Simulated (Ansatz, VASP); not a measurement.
## Two plane-wave programs on Ga3Se

The input INCAR:

```
SYSTEM = Ga3Se
PREC     = Accurate       ! precision mode
ENCUT    = 520            ! plane-wave cutoff, eV
EDIFF    = 1E-6           ! SCF threshold, eV
ISMEAR   = 0              ! smearing method
SIGMA    = 0.15           ! smearing width, eV
LREAL    = .FALSE.        ! projectors in reciprocal space
LASPH    = .TRUE.         ! aspherical terms in the spheres
NELM     = 60             ! most SCF steps
ALGO     = Normal         ! electronic algorithm
ISIF     = 2              ! what is computed and relaxed
LWAVE    = .FALSE.        ! write WAVECAR
LCHARG   = .FALSE.        ! write CHGCAR
GGA      = PE             ! functional
IVDW     = 12             ! dispersion correction
NBANDS   = 30             ! bands
```

File KPOINTS:

```
regular mesh
0
G
  12 12 12
  0 0 0
```

POSCAR

```
Ga3Se
1.0
    4.3236103157      0.0000000000      0.0000000000
    0.0000000000      4.3236103157      0.0000000000
    0.0000000000      0.0000000000      4.1939020062
Ga Se
3 1
Direct
    0.0000000000      0.5000000000      0.5000000000
    0.5000000000      0.0000000000      0.5000000000
    0.5000000000      0.5000000000      0.0000000000
    0.0000000000      0.0000000000      0.0000000000
```

Input for Ansatz:

```yaml
crystal:
  lattice:
    - [4.3236103157, 0.0, 0.0]
    - [0.0, 4.3236103157, 0.0]
    - [0.0, 0.0, 4.1939020062]
  atoms:
    - { symbol: Ga, position: [0.0, 0.5, 0.5] }
    - { symbol: Ga, position: [0.5, 0.0, 0.5] }
    - { symbol: Ga, position: [0.5, 0.5, 0.0] }
    - { symbol: Se, position: [0.0, 0.0, 0.0] }
basis:
  ecutwfc: 420
kpoints:
  mp_grid: { grid: [12, 12, 12] }
hamiltonian:
  xc: pbe
  dispersion: d3bj
scf:
  occupations: { method: gaussian, width: 0.15 }
output:
  forces: true
  stress: true
  eigenvalues: true
```

Change from the starting cell: strain +0.000 along x and y, -0.030 along z, atoms carried along.

Alike in both runs: task single point; functional PBE; dispersion D3(BJ); k mesh 12 × 12 × 12; occupations gaussian, width 0.15 eV; no spin polarisation.

|  | VASP | Ansatz |
| --- | --- | --- |
| version | VASP 6.6.1 | Ansatz 0.2.0 |
| potentials or method | VASP PAW PBE potentials, release 64 (Ga_d, Se), cutoff 520 eV | scalar-relativistic, plane waves, PAW |
| valence electrons in the cell | 45 | 55 |

|  | VASP | Ansatz | Ansatz less VASP |
| --- | --- | --- | --- |
| gap on the k mesh at the Fermi level (eV) | none | none | - |
| pressure (GPa) | 1.6 | 1.6 | -0.07 |
| traceless stress, the component that is largest in VASP (GPa) | 0.05 | 0.05 | -0.002 |

A gap of «none» marks a metal or a gap that the smearing closes. VASP's potentials hold 45 valence electrons a cell and Ansatz's 55, so a difference there can come from the potentials and not from the codes.
